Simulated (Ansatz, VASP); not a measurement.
## Two plane-wave programs on Pt

```
Pt
1.0
     0.00000    1.99462    1.99462
     1.99462    0.00000    1.99462
     1.99462    1.99462    0.00000
Pt
1
Cartesian
  0.0000 0.0000 0.0000
```

Alike in both runs: functional RPBE; k mesh 8 × 8 × 8; occupations gaussian, width 0.1 eV; no spin polarisation.

Ansatz relaxed the structure, and its values are those at the end. VASP's run is a single point on that final structure, the one shown.

```csv
,VASP,Ansatz
version,VASP 6.6.1,Ansatz 0.2.0
potentials or method,"VASP PAW PBE potentials, release 64 (Pt), cutoff 500 eV","scalar-relativistic, plane waves, PAW"
valence electrons in the cell,10,18
```

|  | VASP | Ansatz | Ansatz less VASP |
| --- | --- | --- | --- |
| gap on the k mesh at the Fermi level (eV) | none | none | - |
| pressure (GPa) | -0.6 | 0.0 | +0.52 |

VASP's potentials were made for PBE, not for RPBE. A gap of «none» marks a metal or a gap that the smearing closes. VASP's potentials hold 10 valence electrons a cell and Ansatz's 18, so a difference there can come from the potentials and not from the codes.

Spin-orbit coupling is off throughout.
